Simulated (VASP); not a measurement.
A run of VASP 6.6.1:

The input POSCAR:

```
KCl
1.0
    3.7704587559      0.0000000000      0.0000000000
    0.0000000000      3.7704587559      0.0000000000
    0.0000000000      0.0000000000      3.7704587559
K Cl
1 1
Direct
    0.0000000000      0.0000000000      0.0000000000
    0.5000000000      0.5000000000      0.5000000000
```

INCAR.step1

```
SYSTEM = KCl
  ALGO = Normal
  EDIFF = 1E-4
  ENCUT = 520
  GGA = PE
  ISMEAR = 0
  LASPH = .True.
  LCHARG = .False.
  LREAL = .False.
  LWAVE = .True.
  NBANDS = 15
  NELM = 80
  PREC = Accurate
  SIGMA = 0.01
```

INCAR.step2

```
SYSTEM = KCl
  ALGO = Normal
  EDIFF = 1E-6
  ENCUT = 520
  ISIF = 2
  ISMEAR = 0
  ISTART = 1
  LASPH = .True.
  LCHARG = .True.
  LELF = .True.
  LMIXTAU = .True.
  LREAL = .False.
  LVHAR = .True.
  LWAVE = .False.
  METAGGA = R2SCAN
  NBANDS = 15
  NELM = 80
  PREC = Accurate
  SIGMA = 0.01
```

File KPOINTS:

```
k-points
0
Gamma
  6 6 6
  0 0 0
```

Potentials or basis: VASP PAW PBE potentials, release 64 (K_sv, Cl).

Command:

```bash
$ cat potpaw_PBE.64/K_sv/POTCAR potpaw_PBE.64/Cl/POTCAR > POTCAR
$ cp INCAR.step1 INCAR
$ mpirun -np 1 vasp_std > vasp.out
$ cp INCAR.step2 INCAR
$ mpirun -np 1 vasp_std > vasp.out
```

Hardware: 1 thread of AMD EPYC 9R45 96-Core Processor (Zen 5) (shared host).

Estimate the wall time of this run.

Run time: 31 s on 1 thread of AMD EPYC 9R45 96-Core Processor (Zen 5), on a shared host, peak memory 0.14 GiB. Counts: k points 20.
